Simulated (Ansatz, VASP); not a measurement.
# Cd2S in VASP and in Ansatz

```
CELL_PARAMETERS angstrom
4.17544 0.00000 0.00000
-2.08772 3.61603 0.00000
0.00000 0.00000 10.70918
ATOMIC_POSITIONS crystal
Cd 0.33333 0.66667 0.33171
Cd 0.33333 0.66667 0.85852
Cd 0.66667 0.33333 0.67017
Cd 0.00000 0.00000 0.00778
S 0.00000 0.00000 0.24923
S 0.33333 0.66667 0.57359
```

Alike in both runs: functional PBE; k mesh 12 × 12 × 4; occupations gaussian, width 0.1 eV; no spin polarisation.

Ansatz relaxed the structure, and its values are those at the end. VASP's run is a single point on that final structure, the one shown.

|  | VASP | Ansatz |
| --- | --- | --- |
| version | VASP 6.6.1 | Ansatz 0.2.0 |
| potentials or method | VASP PAW PBE potentials, release 64 (Cd, S), cutoff 520 eV | scalar-relativistic, plane waves, PAW |
| valence electrons in the cell | 60 | 92 |

```csv
,VASP,Ansatz,Ansatz less VASP
gap on the k mesh at the Fermi level (eV),none,none,-
pressure (GPa),0.2,0.0,-0.25
rms of the force components (eV/Å),0.005,0.000,-0.0049
```

A gap of «none» marks a metal or a gap that the smearing closes. VASP's potentials hold 60 valence electrons a cell and Ansatz's 92, so a difference there can come from the potentials and not from the codes.
